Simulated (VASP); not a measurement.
# GeSb2 (I4/mmm) in VASP: a series of runs

GeSb2 is run at these levels: PBE; tasks: single point, relaxation of cell and atoms.

All numbers are computed with VASP 6.6.1; they aren't measurements. Logs are shortened: lines on timing, memory, paths and dates and some standing lists are left out, and cuts for length are marked.

### 1 The cell of the first run

Symmetry: I4/mmm, No. 139, tetragonal system. The conventional cell has a = 3.866 Å, b = 3.866 Å, c = 9.484 Å, α = 90.00°, β = 90.00°, γ = 90.00°. Ge (site symmetry 4/mmm) has 10 Sb at 3.15 to 3.18 Å and 4 Ge at 3.87 Å within 4.1 Å. Within 4.1 Å of Sb (site symmetry 4mm) lie 9 Sb at 3.13 to 3.87 Å and 5 Ge at 3.15 to 3.18 Å.

### 2 Single point, PBE

INCAR

```
SYSTEM = GeSb2
PREC     = Accurate       ! precision mode
ENCUT    = 520            ! plane-wave cutoff, eV
EDIFF    = 1E-6           ! SCF threshold, eV
ISMEAR   = 0              ! smearing method
SIGMA    = 0.1            ! smearing width, eV
LREAL    = .FALSE.        ! projectors in reciprocal space
LASPH    = .TRUE.         ! aspherical terms in the spheres
NELM     = 60             ! most SCF steps
ALGO     = Fast           ! electronic algorithm
ISIF     = 2              ! what is computed and relaxed
LWAVE    = .FALSE.        ! write WAVECAR
LCHARG   = .FALSE.        ! write CHGCAR
GGA      = PE             ! functional
NBANDS   = 19             ! bands
```

KPOINTS

```
regular mesh
0
G
  6 6 6
  0 0 0
```

POSCAR

```
GeSb2
1.0
   -1.9329567054      1.9329567054      4.7417844180
    1.9329567054     -1.9329567054      4.7417844180
    1.9329567054      1.9329567054     -4.7417844180
Ge Sb
1 2
Direct
    0.0000000000      0.0000000000      0.0000000000
    0.6650000000      0.6650000000      0.0000000000
    0.3350000000      0.3350000000      0.0000000000
```

Potentials or basis: VASP PAW PBE potentials, release 64 (Ge_d, Sb).

Started as:

```bash
$ cat potpaw_PBE.64/Ge_d/POTCAR potpaw_PBE.64/Sb/POTCAR > POTCAR
$ mpirun -np 1 vasp_std > vasp.out
```

OUTCAR:

```text
SYSTEM = GeSb2
   PREC = Accurate
   ENCUT = 520
   EDIFF = 1E-6
   ISMEAR = 0
   LREAL = .FALSE.
   LASPH = .TRUE.
   NELM = 60
   ISIF = 2
   GGA = PE

 ion  position               nearest neighbor table
   1  0.000  0.000  0.000-   2 3.15   2 3.15   2 3.15   3 3.15   2 3.15   3 3.15   3 3.15   3 3.15
                             2 3.18   3 3.18
   2  0.665  0.665  0.000-   3 3.13   1 3.15   1 3.15   1 3.15   1 3.15   3 3.17   3 3.17   3 3.17
                             3 3.17   1 3.18
   3  0.335  0.335  0.000-   2 3.13   1 3.15   1 3.15   1 3.15   1 3.15   2 3.17   2 3.17   2 3.17
                             2 3.17   1 3.18

  LATTYP: Found a body centered tetragonal cell.
 ALAT       =     3.8659134108
 C/A-ratio  =     2.4531250000

  Lattice vectors:

 A1 = (  -1.9329567054,   1.9329567054,   4.7417844180)
 A2 = (   1.9329567054,  -1.9329567054,   4.7417844180)
 A3 = (   1.9329567054,   1.9329567054,  -4.7417844180)

Analysis of symmetry for initial positions (statically):
=====================================================================
 Subroutine PRICEL returns:
 Original cell was already a primitive cell.

 Routine SETGRP: Setting up the symmetry group for a
 body centered tetragonal supercell.

 Subroutine GETGRP returns: Found 16 space group operations
 (whereof 16 operations were pure point group operations)
 out of a pool of 16 trial point group operations.

The static configuration has the point symmetry D_4h.

Analysis of symmetry for dynamics (positions and initial velocities):
=====================================================================
 Subroutine PRICEL returns:
 Original cell was already a primitive cell.

 Routine SETGRP: Setting up the symmetry group for a
 body centered tetragonal supercell.

 Subroutine GETGRP returns: Found 16 space group operations
 (whereof 16 operations were pure point group operations)
 out of a pool of 16 trial point group operations.

The dynamic configuration has the point symmetry D_4h.

 Subroutine INISYM returns: Found 16 space group operations
 (whereof 16 operations are pure point group operations),
 and found     1 'primitive' translations

----------------------------------------------------------------------------------------

                                     Primitive cell

  volume of cell :      70.8673

  direct lattice vectors                    reciprocal lattice vectors
    -1.932956705  1.932956705  4.741784418     0.000000000  0.258671081  0.105445536
     1.932956705 -1.932956705  4.741784418     0.258671081  0.000000000  0.105445536
     1.932956705  1.932956705 -4.741784418     0.258671081  0.258671081  0.000000000

  length of vectors
     5.473313687  5.473313687  5.473313687     0.279337590  0.279337590  0.365816151

  position of ions in fractional coordinates (direct lattice)
     0.000000000  0.000000000  0.000000000
     0.665000000  0.665000000  0.000000000
     0.335000000  0.335000000  0.000000000

  ion indices of the primitive-cell ions
   primitive index   ion index
                 1           1
                 2           2
                 3           3

----------------------------------------------------------------------------------------

 KPOINTS: regular mesh

Automatic generation of k-mesh.
 Grid dimensions read from file:
 generate k-points for:    6    6    6

 Generating k-lattice:

  Cartesian coordinates                     Fractional coordinates (reciprocal lattice)
     0.000000000  0.043111847  0.017574256     0.166666667  0.000000000  0.000000000
     0.043111847  0.000000000  0.017574256     0.000000000  0.166666667  0.000000000
     0.043111847  0.043111847  0.000000000     0.000000000  0.000000000  0.166666667

  Length of vectors
     0.046556265  0.046556265  0.060969358

  Shift w.r.t. Gamma in fractional coordinates (k-lattice)
     0.000000000  0.000000000  0.000000000

 Subroutine IBZKPT returns following result:
 ===========================================

 Found     30 irreducible k-points:

 Following reciprocal coordinates:
            Coordinates               Weight
  0.000000  0.000000  0.000000      1.000000
  0.166667  0.000000  0.000000      8.000000
  0.333333  0.000000  0.000000      8.000000
  0.500000 -0.000000  0.000000      4.000000
  0.166667  0.166667  0.000000      8.000000
  0.333333  0.166667  0.000000     16.000000
[... 16 lines left out ...]
 -0.333333 -0.333333  0.166667      8.000000
 -0.166667 -0.333333  0.166667      8.000000
 [... further k-points ...]
   k-points           NKPTS =     30   k-points in BZ     NKDIM =     30   number of bands    NBANDS=     19
   number of dos      NEDOS =    301   number of ions     NIONS =      3
   total plane-waves  NPLWV =  74088
   dimension x,y,z NGX =    42 NGY =   42 NGZ =   42
   dimension x,y,z NGXF=    84 NGYF=   84 NGZF=   84
   ions per type =               1   2
   NGX,Y,Z   is equivalent  to a cutoff of  12.76, 12.76, 12.76 a.u.
   NGXF,Y,Z  is equivalent  to a cutoff of  25.51, 25.51, 25.51 a.u.
 SYSTEM =  GeSb2
   PREC   = accura    normal or accurate (medium, high low for compatibility)
   ISTART =      0    job   : 0-new  1-cont  2-samecut
   ICHARG =      2    charge: 1-file 2-atom 10-const
   ISPIN  =      1    spin polarized calculation?
   LNONCOLLINEAR =      F non collinear calculations
   LSORBIT =      F    spin-orbit coupling
   LASPH  =      T    aspherical Exc in radial PAW
   ENCUT  =  520.0 eV  38.22 Ry    6.18 a.u.  10.18 10.18 10.18*2*pi/ulx,y,z
   NELM   =     60;   NELMIN=  2; NELMDL= -5     # of ELM steps
   EDIFF  = 0.1E-05   stopping-criterion for ELM
   LREAL  =      F    real-space projection
   EDIFFG = 0.1E-04   stopping-criterion for IOM
   NSW    =      0    number of steps for IOM
   IBRION =     -1    ionic relax: 0-MD 1-quasi-New 2-CG
   NFREE  =      0    steps in history (QN), initial steepest desc. (CG)
   ISIF   =      2    stress and relaxation
   ISYM   =      2    0-nonsym 1-usesym 2-fastsym
   POTIM  = 0.5000    time-step for ionic-motion
   TEBEG  =    0.0;   TEEND  =   0.0 temperature during run
   PSTRESS=    0.0 pullay stress
   NELECT =      24.0000    total number of electrons
   NUPDOWN=      -1.0000    fix difference up-down
   EMIN   =  10.00;   EMAX   =-10.00  energy-range for DOS
   EFERMI =   0.00;   METHOD = LEGACY
   ISMEAR =     0;   SIGMA  =   0.10  broadening in eV -4-tet -1-fermi 0-gaus
   EFERMI_NEDOS =   21; number of points for ismear=-14 and -15
   IALGO  =     68    algorithm
   IMIX   =      4    mixing-type and parameters
     AMIX     =   0.40;   BMIX     =  1.00
     AMIX_MAG =   1.60;   BMIX_MAG =  1.00
  volume/ion in A,a.u.               =      23.62       159.41
  Fermi-wavevector in a.u.,A,eV,Ry     =   1.141116  2.156397 17.716776  1.302146
  Thomas-Fermi vector in A             =   2.277817
   LORBIT       =      0    0 simple, 1 ext, 2 COOP (PROOUT), +10 PAW based schemes
   GGA     = PE    functional components
   LHFCALC =     F    Hartree Fock is set to
   AEXX    =    0.0000 exact exchange contribution
   IVDW    =     0    specifies the selected vdW correction
   LEPSILON=     F    determine dielectric tensor
   LRPA    =     F    only Hartree local field effects (RPA)
 non-spin polarized calculation
 RMM-DIIS sequential band-by-band and
 Gauss-broadening in eV      SIGMA  =   0.10
  energy-cutoff  :      520.00
  volume of cell :       70.87
 maximum number of plane-waves:      1936
 NGX is ok and might be reduce to    42
   NGX = 21   NGY = 21   NGZ = 21

 number of electron      24.0000003 magnetization

 Free energy of the ion-electron system (eV)
  ---------------------------------------------------
  ext. energy  EPLUGINS =         0.00000000
  ---------------------------------------------------
  free energy    TOTEN  =       -11.88513608 eV

  energy without entropy =      -11.87570386  energy(sigma->0) =      -11.88041997

 E-fermi :   8.2862     XC(G=0): -10.6168

 val. band max:        8.2721707939   @ k =   0.1667   0.0000   0.0000
 cond. band min:       8.3113520224   @ k =   0.3333   0.1667   0.0000
 fundamental gap:      0.0391812285
 Fermi energy:         8.2861931504

 k-point     1 :       0.0000    0.0000    0.0000
  band No.  band energies     occupation
      1     -16.3919      2.00000
      2     -16.3872      2.00000
      3     -16.3872      2.00000
      4     -16.3864      2.00000
      5     -16.3845      2.00000
      6      -4.8386      2.00000
[... 11 lines left out ...]
     18      14.1186      0.00000
     19      16.4480      0.00000

 k-point     2 :       0.1667    0.0000    0.0000
  band No.  band energies     occupation
      1     -16.3914      2.00000
      2     -16.3879      2.00000
      3     -16.3871      2.00000
      4     -16.3851      2.00000
      5     -16.3849      2.00000
      6      -4.5169      2.00000
[... 11 lines left out ...]
     18      14.2137      0.00000
     19      15.2562      0.00000

 k-point     3 :       0.3333    0.0000    0.0000
  band No.  band energies     occupation
      1     -16.3907      2.00000
      2     -16.3893      2.00000
      3     -16.3868      2.00000
      4     -16.3864      2.00000
      5     -16.3816      2.00000
      6      -3.5614      2.00000
[... 11 lines left out ...]
     18      15.9177      0.00000
     19      16.2458      0.00000

 k-point     4 :       0.5000   -0.0000    0.0000
  band No.  band energies     occupation
      1     -16.3906      2.00000
      2     -16.3899      2.00000
      3     -16.3871      2.00000
      4     -16.3866      2.00000
      5     -16.3798      2.00000
      6      -2.2204      2.00000
[... 407 lines left out ...]
     18      15.2225      0.00000
     19      15.5225      0.00000

 k-point    23 :      -0.3333   -0.3333    0.1667
  band No.  band energies     occupation
      1     -16.3905      2.00000
      2     -16.3877      2.00000
      3     -16.3876      2.00000
      4     -16.3859      2.00000
      5     -16.3836      2.00000
      6      -3.5549      2.00000
[... 11 lines left out ...]
     18      13.2405      0.00000
     19      16.0557      0.00000

 k-point    24 :      -0.1667   -0.3333    0.1667
  band No.  band energies     occupation
      1     -16.3912      2.00000
      2     -16.3878      2.00000
      3     -16.3870      2.00000
      4     -16.3851      2.00000
      5     -16.3849      2.00000
      6      -4.1458      2.00000
[... 11 lines left out ...]
     18      13.7669      0.00000
     19      15.4233      0.00000

 [... further k-points ...]

------------------------ aborting loop because EDIFF is reached ----------------------------------------

  FORCE on cell =-STRESS in cart. coord.  units (eV):
  Direction    XX          YY          ZZ          XY          YZ          ZX
  --------------------------------------------------------------------------------------
  -------------------------------------------------------------------------------------
  Total        1.2738796      1.2738796      3.1750402      0.0000000      0.0000000      0.0000000
  in kB       28.8000275     28.8000275     71.7817025      0.0000000      0.0000000      0.0000000
  external PRESSURE =      43.1272525 kB  Pullay stress =       0.0000000 kB

 VOLUME and BASIS-vectors are now :
 -----------------------------------------------------------------------------
  energy-cutoff  :      520.00
  volume of cell :       70.87
      direct lattice vectors                 reciprocal lattice vectors
    -1.932956705  1.932956705  4.741784418     0.000000000  0.258671081  0.105445536
     1.932956705 -1.932956705  4.741784418     0.258671081  0.000000000  0.105445536
     1.932956705  1.932956705 -4.741784418     0.258671081  0.258671081  0.000000000

 POSITION                                       TOTAL-FORCE (eV/Angst)
 -----------------------------------------------------------------------------------
      0.00000      0.00000      0.00000        -0.000000     -0.000000      0.000000
      0.00000      0.00000      6.30657         0.000000      0.000000     -0.045813
      0.00000      0.00000      3.17700         0.000000      0.000000      0.045813
 -----------------------------------------------------------------------------------
    total drift:                                0.000000     -0.000000     -0.000000

  FREE ENERGIE OF THE ION-ELECTRON SYSTEM (eV)
  ---------------------------------------------------
  free  energy   TOTEN  =       -11.8851360835 eV

  energy  without entropy=      -11.8757038634  energy(sigma->0) =      -11.88041997
```

It took 1.9 min on 1 thread of Oxide Virtual Turin-like, shared host; peak memory 0.23 GiB.

Results:

```
Free energy            : -11.8851 eV
Pressure               : 4.3 GPa
Largest force          : 0.046 eV/Å
Band gap on the k mesh : zero (bands 12 and 13 overlap by 4.83 eV)
```

Forces on the atoms (eV/Å):
```
Ge   0.000  0.000  0.000
Sb   0.000  0.000 -0.046
Sb   0.000  0.000  0.046
```

Stress tensor (GPa, compression positive):
```
2.88 0.00 0.00
0.00 2.88 0.00
0.00 0.00 7.18
```

Caveat: the cell stands under pressure; spin-orbit coupling is left out, which moves the levels of the heavy elements.

### 3 Single point, PBE

This run uses another cell than the first one, of 26.11 Å³/atom.

INCAR

```
PREC = Accurate
ENCUT = 520
EDIFF = 1E-6
ISMEAR = 0
SIGMA = 0.1
LREAL = F
LASPH = T
NELM = 100
ALGO = Normal
ISIF = 2
LWAVE = F
LCHARG = F
GGA = PE
NBANDS = 19
```

KPOINTS

```
regular mesh
0
Gamma
  6 6 6
```

POSCAR

```
GeSb2
1.0
   -1.9109397958      1.9109397958      5.3633185624
    1.9109397958     -1.9109397958      5.3633185624
    1.9109397958      1.9109397958     -5.3633185624
Ge Sb
1 2
Direct
    0.0000000000      0.0000000000      0.0000000000
    0.6363781893      0.6363781893      0.0000000000
    0.3636218107      0.3636218107      0.0000000000
```

Potentials or basis: VASP PAW PBE potentials, release 64 (Ge_d, Sb).

Started as:

```bash
$ cat potpaw_PBE.64/Ge_d/POTCAR potpaw_PBE.64/Sb/POTCAR > POTCAR
$ mpirun -np 1 vasp_std > vasp.out
```

Run time: 1.7 min. Hardware: 1 thread of Oxide Virtual Turin-like, shared host; peak memory 0.29 GiB.

It converged, with:

| Quantity | Value |
| --- | --- |
| Free energy | -12.0340 eV |
| Pressure | -0.1 GPa |
| Largest force | 0.022 eV/Å |
| Band gap on the k mesh | zero (bands 12 and 13 overlap by 3.26 eV) |

Forces in eV/Å, atoms in the order of the input:
```
Ge   0.000  0.000  0.000
Sb   0.000  0.000  0.022
Sb   0.000  0.000 -0.022
```

Stress tensor (GPa, compression positive):
```
-0.13  0.00  0.00
 0.00 -0.13  0.00
 0.00  0.00  0.11
```

Levels at points of the mesh, in eV from the Fermi level:
```csv
k point,band 9,band 10,band 11,band 12,band 13,band 14,band 15,band 16
"(0.00, 0.00, 0.00)",-2.85,-1.33,-1.33,0.10,0.42,0.42,3.86,5.05
"(0.50, 0.00, 0.00)",-4.71,-1.60,-0.57,0.48,1.28,2.14,2.26,2.47
"(0.50, 0.50, 0.00)",-5.31,-4.57,-2.99,-1.95,-0.61,-0.57,1.51,3.49
"(0.50, 0.50, 0.50)",-1.99,-1.99,0.03,0.24,2.49,2.49,2.87,3.18
```

Caveat: spin-orbit coupling is left out, which moves the levels of the heavy elements.

(Continued in part 2 of 2.)

The gap in the log of VASP goes by the Fermi energy; the results here count the filled bands.